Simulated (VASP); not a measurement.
# Pd (Fm-3m) in VASP: settings compared, part 2 of 2

VASP 6.6.1.

## 4. Single point, PBE+D3(BJ)

This run uses another cell than the first one, of 14.70 Å³/atom, 0.997 times its volume.

Contents of INCAR:

```
SYSTEM = Pd
PREC     = Accurate       ! precision mode
ENCUT    = 520            ! plane-wave cutoff, eV
EDIFF    = 1E-6           ! SCF threshold, eV
ISMEAR   = -1             ! smearing method
SIGMA    = 0.05           ! smearing width, eV
LREAL    = .FALSE.        ! projectors in reciprocal space
LASPH    = .TRUE.         ! aspherical terms in the spheres
NELM     = 80             ! most SCF steps
ALGO     = Fast           ! electronic algorithm
ISIF     = 2              ! what is computed and relaxed
LWAVE    = .FALSE.        ! write WAVECAR
LCHARG   = .TRUE.         ! write CHGCAR
GGA      = PE             ! functional
IVDW     = 12             ! dispersion correction
LELF     = .TRUE.         ! ELF
LVHAR    = .TRUE.       
NBANDS   = 11             ! bands
```

Contents of KPOINTS:

```
Automatic mesh
0
G
  12 12 12
  0 0 0
```

Contents of POSCAR:

```
Pd
1.0
    0.0000000000      1.9443985579      1.9443985579
    1.9443985579      0.0000000000      1.9443985579
    1.9443985579      1.9443985579      0.0000000000
Pd
1
Direct
    0.0000000000      0.0000000000      0.0000000000
```

Potentials or basis: VASP PAW PBE potentials, release 64 (Pd).

The run is started by

```console
$ cat potpaw_PBE.64/Pd/POTCAR > POTCAR
$ mpirun -np 1 vasp_std > vasp.out
```

OUTCAR:

```text
SYSTEM = Pd
   PREC = Accurate
   ENCUT = 520
   EDIFF = 1E-6
   ISMEAR = -1
   LREAL = .FALSE.
   LASPH = .TRUE.
   NELM = 80
   ISIF = 2
   GGA = PE
   IVDW = 12
 IVDW          = 12

 ion  position               nearest neighbor table
   1  0.000  0.000  0.000-

  LATTYP: Found a face centered cubic cell.
 ALAT       =     3.8887971158

  Lattice vectors:

 A1 = (   0.0000000000,   1.9443985579,   1.9443985579)
 A2 = (   1.9443985579,   0.0000000000,   1.9443985579)
 A3 = (   1.9443985579,   1.9443985579,   0.0000000000)

Analysis of symmetry for initial positions (statically):
[... 33 lines left out ...]
                                     Primitive cell

  volume of cell :      14.7023

  direct lattice vectors                    reciprocal lattice vectors
     0.000000000  1.944398558  1.944398558    -0.257148926  0.257148926  0.257148926
     1.944398558  0.000000000  1.944398558     0.257148926 -0.257148926  0.257148926
     1.944398558  1.944398558  0.000000000     0.257148926  0.257148926 -0.257148926

  length of vectors
     2.749794811  2.749794811  2.749794811     0.445395004  0.445395004  0.445395004

  position of ions in fractional coordinates (direct lattice)
     0.000000000  0.000000000  0.000000000

  ion indices of the primitive-cell ions
   primitive index   ion index
                 1           1

----------------------------------------------------------------------------------------

 KPOINTS: Automatic mesh

Automatic generation of k-mesh.
 Grid dimensions read from file:
 generate k-points for:   12   12   12

 Generating k-lattice:

  Cartesian coordinates                     Fractional coordinates (reciprocal lattice)
    -0.021429077  0.021429077  0.021429077     0.083333333  0.000000000  0.000000000
     0.021429077 -0.021429077  0.021429077     0.000000000  0.083333333  0.000000000
[... 80 lines left out ...]
  Fermi-wavevector in a.u.,A,eV,Ry     =   1.439725  2.720686 28.202265  2.072808
  Thomas-Fermi vector in A             =   2.558549
   LORBIT       =      0    0 simple, 1 ext, 2 COOP (PROOUT), +10 PAW based schemes
   GGA     = PE    functional components
   LHFCALC =     F    Hartree Fock is set to
   AEXX    =    0.0000 exact exchange contribution
   IVDW    =    12    specifies the selected vdW correction
   LEPSILON=     F    determine dielectric tensor
   LRPA    =     F    only Hartree local field effects (RPA)
 non-spin polarized calculation
 RMM-DIIS sequential band-by-band and
  energy-cutoff  :      520.00
  volume of cell :       14.70
 maximum number of plane-waves:       415
   NGX = 11   NGY = 11   NGZ = 11

 number of electron      10.0000000 magnetization

 Free energy of the ion-electron system (eV)
  ---------------------------------------------------
  ext. energy  EPLUGINS =         0.00000000
  ---------------------------------------------------
  free energy    TOTEN  =        -5.21744568 eV

  energy without entropy =       -5.19789457  energy(sigma->0) =       -5.20767013

 E-fermi :   9.8044     XC(G=0): -13.2076

 val. band max:        9.8002651031   @ k =  -0.4167   0.4167   0.1667
 cond. band min:       9.8064477878   @ k =  -0.3333   0.4167   0.0833
 fundamental gap:      0.0061826847
 Fermi energy:         9.8044283534

 k-point     1 :       0.0000    0.0000    0.0000
  band No.  band energies     occupation
      1       2.6730      2.00000
      2       6.9721      2.00000
      3       6.9721      2.00000
      4       6.9721      2.00000
      5       8.5910      2.00000
      6       8.5910      2.00000
      7      27.0323      0.00000
      8      31.8296      0.00000
      9      31.8296      0.00000
     10      31.8296      0.00000
     11      37.0870      0.00000
[... 309 lines left out ...]
 k-point    24 :      -0.4167    0.1667    0.0000
  band No.  band energies     occupation
      1       5.1216      2.00000
      2       6.4952      2.00000
      3       7.4642      2.00000
      4       7.8888      2.00000
      5       9.5713      1.98130
      6      13.4591      0.00000
      7      17.4493      0.00000
      8      25.6970      0.00000
      9      28.7349      0.00000
     10      29.7709      0.00000
     11      37.7114      0.00000

 [... further k-points ...]

------------------------ aborting loop because EDIFF is reached ----------------------------------------

 Edisp (eV)   -0.67036

 E8    (eV) :    -0.2963

  FORCE on cell =-STRESS in cart. coord.  units (eV):
  Direction    XX          YY          ZZ          XY          YZ          ZX
  --------------------------------------------------------------------------------------
  -------------------------------------------------------------------------------------
  Total      -0.02155    -0.02155    -0.02155     0.00000     0.00000     0.00000
  in kB      -2.34791    -2.34791    -2.34791     0.00000     0.00000     0.00000
  external pressure =       -2.35 kB  Pullay stress =        0.00 kB

 VOLUME and BASIS-vectors are now :
 -----------------------------------------------------------------------------
  energy-cutoff  :      520.00
  volume of cell :       14.70
      direct lattice vectors                 reciprocal lattice vectors
     0.000000000  1.944398558  1.944398558    -0.257148926  0.257148926  0.257148926
     1.944398558  0.000000000  1.944398558     0.257148926 -0.257148926  0.257148926
     1.944398558  1.944398558  0.000000000     0.257148926  0.257148926 -0.257148926

 POSITION                                       TOTAL-FORCE (eV/Angst)
 -----------------------------------------------------------------------------------
      0.00000      0.00000      0.00000         0.000000     -0.000000      0.000000
 -----------------------------------------------------------------------------------
    total drift:                                0.000000      0.000000      0.000000

  FREE ENERGIE OF THE ION-ELECTRON SYSTEM (eV)
  ---------------------------------------------------
  free  energy   TOTEN  =        -5.8878051907 eV

  energy  without entropy=       -5.8682540864  energy(sigma->0) =       -5.87802964
```

OSZICAR:

```text
N       E                     dE             d eps       ncg     rms          rms(c)
DAV:   1     0.422122044242E+02    0.42212E+02   -0.52943E+03  1600   0.863E+02
DAV:   2    -0.494649580954E+01   -0.47159E+02   -0.45301E+02  1807   0.182E+02
DAV:   3    -0.550089884642E+01   -0.55440E+00   -0.55205E+00  1892   0.211E+01
DAV:   4    -0.550340552979E+01   -0.25067E-02   -0.25064E-02  1913   0.152E+00
DAV:   5    -0.550343270641E+01   -0.27177E-04   -0.27177E-04  2146   0.144E-01    0.783E+00
RMM:   6    -0.523310952995E+01    0.27032E+00   -0.35762E-01  1664   0.557E+00    0.381E+00
RMM:   7    -0.522108111395E+01    0.12028E-01   -0.96326E-03  1852   0.112E+00    0.197E+00
RMM:   8    -0.521750807604E+01    0.35730E-02   -0.20545E-03  1825   0.413E-01    0.159E-01
RMM:   9    -0.521744253020E+01    0.65546E-04   -0.31370E-04  2026   0.161E-01    0.576E-02
RMM:  10    -0.521744512768E+01   -0.25975E-05   -0.59388E-05  1959   0.636E-02    0.785E-03
RMM:  11    -0.521744532133E+01   -0.19365E-06   -0.16329E-05  2085   0.280E-02    0.873E-03
RMM:  12    -0.521744567833E+01   -0.35701E-06   -0.37107E-06  1650   0.126E-02
   1 F= -.58878052E+01 E0= -.58780296E+01  d E =-.195511E-01
```

stdout:

```text
POSCAR found type information on POSCAR Pd
 POSCAR found :  1 types and       1 ions
 scaLAPACK will be used
 LDA part: xc-table for (Slater+PW92), standard interpolation
 POSCAR, INCAR and KPOINTS ok, starting setup
 FFT: planning ... GRIDC
 FFT: planning ... GRID_SOFT
 FFT: planning ... GRID
 WAVECAR not read
 entering main loop
```

Wall time 18 s (1 thread of Intel Xeon 8259CL, shared host); peak memory 0.14 GiB.

What came out:

```
Free energy                : -5.8878 eV
Pressure                   : -0.2 GPa
Band gap on the k mesh     : zero (band 5 reaches 10.12 eV, above the bottom of band 6 at 8.53 eV)
Dispersion energy per atom : -0.670 eV
```

Caveat: pairwise dispersion overbinds metals, which lowers pressure and volume.

## 5. Single point, PBE+D3(BJ)

This run uses another cell than the first one, of 14.84 Å³/atom, 1.006 times its volume.

Contents of INCAR:

```
SYSTEM = Pd
  PREC = Accurate
  ENCUT = 520
  EDIFF = 1E-6
  ISMEAR = -1
  SIGMA = 0.05
  LREAL = .FALSE.
  LASPH = .TRUE.
  NELM = 100
  ALGO = Normal
  ISIF = 2
  LWAVE = .FALSE.
  LCHARG = .FALSE.
  GGA = PE
  IVDW = 12
  NBANDS = 11
```

Contents of KPOINTS:

```
regular mesh
0
G
  12 12 12
  0 0 0
```

Contents of POSCAR:

```
Pd
1.0
    0.0000000000      1.9506343234      1.9506343234
    1.9506343234      0.0000000000      1.9506343234
    1.9506343234      1.9506343234      0.0000000000
Pd
1
Direct
    0.0000000000      0.0000000000      0.0000000000
```

The run is started by

```console
$ cat potpaw_PBE.64/Pd/POTCAR > POTCAR
$ mpirun -np 1 vasp_std > vasp.out
```

Run time: 18 s. Hardware: 1 thread of Intel Xeon 8259CL, shared host; peak memory 0.15 GiB.

Results (log left out):

| Property | Result |
| --- | --- |
| Free energy | -5.8868 eV |
| Pressure | -2.1 GPa |
| Band gap on the k mesh | zero (band 5 reaches 9.95 eV, above the bottom of band 6 at 8.39 eV) |
| Dispersion energy per atom | -0.664 eV |

Levels at points of the mesh, in eV from the Fermi level:
```tsv
k point	band 3	band 4	band 5	band 6	band 7	band 8
(0.00, 0.00, 0.00)	-2.79	-2.79	-1.20	-1.20	17.22	21.96
(0.50, 0.00, 0.00)	-2.83	-0.01	-0.01	1.06	7.30	16.58
(0.50, 0.50, 0.00)	-0.03	0.30	0.30	3.38	10.73	13.21
```

Caveat: three body term missing; pairwise dispersion overbinds metals, which lowers pressure and volume.

## 6. The runs side by side

```csv
level,cell,k mesh,gap on the mesh (eV),pressure (GPa)
revPBE,"a = 2.753 Å, angles 60.0°, 1 atom",7 × 7 × 7,none,11.0
r2SCAN,"a = 2.753 Å, angles 60.0°, 1 atom",7 × 7 × 7,none,3.6
PBE+D3(BJ),"a = 2.750 Å, angles 60.0°, 1 atom",12 × 12 × 12,none,-0.2
PBE+D3(BJ),"a = 2.759 Å, angles 60.0°, 1 atom",12 × 12 × 12,none,-2.1
```

Alike in all rows: task single point; potentials or basis VASP PAW PBE potentials, release 64 (Pd); no spin polarisation; cutoff (eV) 520; smearing fermi-dirac 0.05 eV.

Caveats: some runs use coarse meshes; the PAW data sets were made with another functional, which shifts forces and pressure a little (some runs); pairwise dispersion overbinds metals, which lowers pressure and volume (some runs); three body term missing (some runs).

Absolute energies hang on the potentials; compare differences alone.
